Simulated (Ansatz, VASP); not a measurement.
Ni: VASP beside Ansatz

```
Ni
1.0
     0.00000    1.76044    1.76044
     1.76044    0.00000    1.76044
     1.76044    1.76044    0.00000
Ni
1
Cartesian
  0.0000 0.0000 0.0000
```

Alike in both runs: task single point; functional HSE06; k mesh 8 × 8 × 8; occupations fermi-dirac, width 0.05 eV; collinear spin.

|  | VASP | Ansatz |
| --- | --- | --- |
| version | VASP 6.6.1 | Ansatz 0.2.0 |
| potentials or method | VASP PAW PBE potentials, release 64 (Ni) | Ansatz PAW |
| plane-wave cutoff (eV) | 520 | 420 |
| valence electrons in the cell | 10 | 18 |

Ansatz gave:

- gap on the k mesh at the Fermi level (eV): none
- pressure (GPa): -3.7
- net moment per atom (μB): 0.73
- size of the moment on the site where the two differ most (μB): 0.86

Problem. Estimate VASP's values.

Solution. gap on the k mesh at the Fermi level (eV): none; pressure (GPa): -3.5; net moment per atom (μB): 0.70; size of the moment on the site where the two differ most (μB): 0.75.

Site moments also hang on the region over which each program counts them. A gap of «none» marks a metal or a gap that the smearing closes. With one functional, cell and mesh, what is left measures potentials, basis and numerics. VASP's potentials hold 10 valence electrons a cell and Ansatz's 18, so a difference there can come from the potentials and not from the codes.

The k mesh is coarse, so the values compare programs but aren't converged. Noted on Ansatz's run: the magnetic or orbital state may not be the lowest.
